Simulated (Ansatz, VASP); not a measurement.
Si5RuO12 in VASP and in Ansatz

Contents of INCAR:

```
PREC     = Accurate       # precision mode
ENCUT    = 600            # plane-wave cutoff, eV
EDIFF    = 1E-6           # SCF threshold, eV
ISMEAR   = 0              # smearing method
SIGMA    = 0.05           # smearing width, eV
LREAL    = F              # projectors in reciprocal space
LASPH    = T              # aspherical terms in the spheres
NELM     = 200            # most SCF steps
ALGO     = Normal         # electronic algorithm
ISIF     = 2              # what is computed and relaxed
LWAVE    = F              # write WAVECAR
LCHARG   = T              # write CHGCAR
ISPIN    = 2              # spin polarisation
MAGMOM   = 0 0 0 0 0 0 0 0 0 0 0 0 0 0 0 0 0 0 # initial moments
LORBIT   = 11             # projections on sites
LMAXMIX  = 4              # l up to which the mixer works
GGA      = PS             # functional
LELF     = T              # ELF
LVHAR    = T            
NBANDS   = 72             # bands
GGA_COMPAT= F
```

Contents of KPOINTS:

```
regular mesh
0
Gamma
  4 4 3
```

POSCAR

```
Si5RuO12
1.0
    9.8327200000      0.0000000000      0.0000000000
   -2.4581800000      4.2576927000      0.0000000000
    0.0000000000      0.0000000000      5.4084000000
Ru Si O
1 5 12
Direct
    0.2341305707      0.9669205065      0.6654753533
    0.7313193894      0.0007178607      0.6613711248
    0.9925168036      0.4601884412      0.3196257742
    0.5124809545      0.4690649750      0.3350068990
    0.2651030575      0.5260788275      0.0247817501
    0.7746496433      0.5424966803      0.9819530716
    0.2062914039      0.3164607585      0.7755051463
    0.6969489049      0.2647141654      0.7767621458
    0.3950623851      0.1152988778      0.4418182883
    0.8497541221      0.1374857526      0.4280207831
    0.4302679162      0.5721594181      0.1256206424
    0.9386333417      0.5715372711      0.0726899033
    0.1361975149      0.4002524803      0.2500093530
    0.6583445555      0.4491777091      0.2182148105
    0.0365252729      0.7443368823      0.5215568725
    0.5661861163      0.7139201589      0.5633673397
    0.2881189550      0.8797998143      0.9699905949
    0.8048944618      0.8730677979      0.8693814939
```

Input for Ansatz:

```yaml
crystal:
  lattice:
    - [9.83272, 0.0, 0.0]
    - [-2.45818, 4.2576927, 0.0]
    - [0.0, 0.0, 5.4084]
  atoms:
    - { symbol: Ru, position: [0.2341305707, 0.9669205065, 0.6654753533], spin: 4.0 }
    - { symbol: Si, position: [0.7313193894, 0.0007178607, 0.6613711248] }
    - { symbol: Si, position: [0.9925168036, 0.4601884412, 0.3196257742] }
    - { symbol: Si, position: [0.5124809545, 0.469064975, 0.335006899] }
    - { symbol: Si, position: [0.2651030575, 0.5260788275, 0.0247817501] }
    - { symbol: Si, position: [0.7746496433, 0.5424966803, 0.9819530716] }
    - { symbol: O, position: [0.2062914039, 0.3164607585, 0.7755051463] }
    - { symbol: O, position: [0.6969489049, 0.2647141654, 0.7767621458] }
    - { symbol: O, position: [0.3950623851, 0.1152988778, 0.4418182883] }
    - { symbol: O, position: [0.8497541221, 0.1374857526, 0.4280207831] }
    - { symbol: O, position: [0.4302679162, 0.5721594181, 0.1256206424] }
    - { symbol: O, position: [0.9386333417, 0.5715372711, 0.0726899033] }
    - { symbol: O, position: [0.1361975149, 0.4002524803, 0.250009353] }
    - { symbol: O, position: [0.6583445555, 0.4491777091, 0.2182148105] }
    - { symbol: O, position: [0.0365252729, 0.7443368823, 0.5215568725] }
    - { symbol: O, position: [0.5661861163, 0.7139201589, 0.5633673397] }
    - { symbol: O, position: [0.288118955, 0.8797998143, 0.9699905949] }
    - { symbol: O, position: [0.8048944618, 0.8730677979, 0.8693814939] }
basis:
  ecutwfc: 420
  ecutrho_ratio: 4
kpoints:
  mp_grid: { grid: [4, 4, 3] }
hamiltonian:
  xc: pbesol
  hubbard:
    sites:
      - { site: 0, l: d, u_eff: 0.0, starting_ns: [{ spin: up, occupation_matrix: s0up }, { spin: down, occupation_matrix: s0down }] }
    occupation_matrices:
      s0up:
        matrix:
          - [0.90926, 0.06458, -0.07443, -0.06987, -0.19856]
          - [0.06458, 0.90133, 0.07914, 0.07428, 0.21111]
          - [-0.07443, 0.07914, 0.8788, -0.08561, -0.24329]
          - [-0.06987, 0.07428, -0.08561, 0.88964, -0.22838]
          - [-0.19856, 0.21111, -0.24329, -0.22838, 0.32097]
      s0down:
        matrix:
          - [0.02, 0.0, 0.0, 0.0, 0.0]
          - [0.0, 0.02, 0.0, 0.0, 0.0]
          - [0.0, 0.0, 0.02, 0.0, 0.0]
          - [0.0, 0.0, 0.0, 0.02, 0.0]
          - [0.0, 0.0, 0.0, 0.0, 0.02]
    ns_hold: { iters: 10 }
scf:
  occupations: { method: gaussian, width: 0.05 }
  lower_state_search: "off"
  max_iter: 150
output:
  forces: true
  stress: true
  eigenvalues: true
  populations: true
  hubbard: { sites: [{ site: 0, l: d }] }
  write_density: true
  write_potential: true
  elf: true
  volumetric_format: npy
magnetization:
  spin_polarized: true
```

Alike in both runs: task single point; functional PBEsol; k mesh 4 × 4 × 3; occupations gaussian, width 0.05 eV; collinear spin.

|  | VASP | Ansatz |
| --- | --- | --- |
| version | VASP 6.6.1 | Ansatz 0.2.0 |
| potentials or method | VASP PAW PBE potentials, release 64 (Ru_pv, Si, O), cutoff 600 eV | scalar-relativistic, plane waves, PAW |
| valence electrons in the cell | 106 | 108 |

|  | VASP | Ansatz | Ansatz less VASP |
| --- | --- | --- | --- |
| gap on the k mesh at the Fermi level (eV) | 0.85 | 0.86 | +0.015 |
| least direct gap on the mesh (eV) | 0.87 | 0.88 | +0.014 |
| pressure (GPa) | 1.9 | 1.5 | -0.39 |
| traceless stress, the component that is largest in VASP (GPa) | 2.11 | 2.11 | -0.004 |
| rms of the force components (eV/Å) | 0.044 | 0.028 | -0.0164 |
| net moment per atom (μB) | 0.00 | 0.00 | 0.000 |

VASP's potentials were made for PBE, not for PBEsol. Atom by atom the forces differ by 0.023 eV/Å (rms over components). VASP's potentials hold 106 valence electrons a cell and Ansatz's 108, so a difference there can come from the potentials and not from the codes. Ansatz's warnings: seeded moment not kept, specified occupation not kept.
